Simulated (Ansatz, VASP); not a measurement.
**PbO2 in VASP and in Ansatz**

INCAR

```
PREC = Accurate
ENCUT = 520
EDIFF = 1E-6
ISMEAR = -1
SIGMA = 0.02
LREAL = F
LASPH = T
NELM = 100
ALGO = Normal
ISIF = 2
LWAVE = F
LCHARG = T
GGA = PE
LELF = T
LVHAR = T
NBANDS = 35
```

File KPOINTS:

```
Automatic mesh
0
Gamma
  6 6 8
```

POSCAR

```
PbO2
1.0
    5.1333614635      0.0000000000      0.0000000000
    0.0000000000      5.1333614635      0.0000000000
    0.0000000000      0.0000000000      3.5098509722
Pb O
2 4
Direct
    0.0000000000      0.0000000000      0.0000000000
    0.5000000000      0.5000000000      0.5000000000
    0.3095752557      0.3095752557      0.0000000000
    0.1904247443      0.8095752557      0.5000000000
    0.8095752557      0.1904247443      0.5000000000
    0.6904247443      0.6904247443      0.0000000000
```

Input for Ansatz:

```yaml
crystal:
  lattice:
    - [5.1333614635, 0.0, 0.0]
    - [0.0, 5.1333614635, 0.0]
    - [0.0, 0.0, 3.5098509722]
  atoms:
    - { symbol: Pb, position: [0.0, 0.0, 0.0] }
    - { symbol: Pb, position: [0.5, 0.5, 0.5] }
    - { symbol: O, position: [0.3095752557, 0.3095752557, 0.0] }
    - { symbol: O, position: [0.1904247443, 0.8095752557, 0.5] }
    - { symbol: O, position: [0.8095752557, 0.1904247443, 0.5] }
    - { symbol: O, position: [0.6904247443, 0.6904247443, 0.0] }
kpoints:
  mp_grid: { grid: [6, 6, 8] }
  band_path:
    path:
      - [0.0, 0.0, 0.0]
      - [0.0, 0.5, 0.0]
      - [0.5, 0.5, 0.0]
      - [0.0, 0.0, 0.5]
      - [0.0, 0.5, 0.5]
      - [0.5, 0.5, 0.5]
      - [-0.047038, -0.047038, 0.125]
      - [-0.135091, 0.135091, -0.008138]
    npoints: 1
hamiltonian:
  xc: pbe
scf:
  occupations: { method: fermi_dirac, width: 0.02 }
  n_extra_bands: 5
output:
  forces: true
  stress: true
  eigenvalues: true
```

Change from the starting cell: hydrostatic strain +3.0%.

Alike in both runs: task single point; functional PBE; k mesh 6 × 6 × 8; occupations fermi-dirac, width 0.02 eV; no spin polarisation.

|  | VASP | Ansatz |
| --- | --- | --- |
| version | VASP 6.6.1 | Ansatz 0.2.0 |
| potentials or method | VASP PAW PBE potentials, release 64 (Pb_d, O) | plane waves, PAW |
| plane-wave cutoff (eV) | 520 | 420 |
| valence electrons in the cell | 52 | 52 |

|  | VASP | Ansatz | Ansatz less VASP |
| --- | --- | --- | --- |
| pressure (GPa) | -4.2 | -4.3 | -0.15 |
| traceless stress, the component that is largest in VASP (GPa) | -1.40 | -1.53 | -0.135 |
| rms of the force components (eV/Å) | 0.031 | 0.026 | -0.0049 |

Atom by atom the forces differ by 0.005 eV/Å (rms over components).

Neither program's run includes spin-orbit coupling.
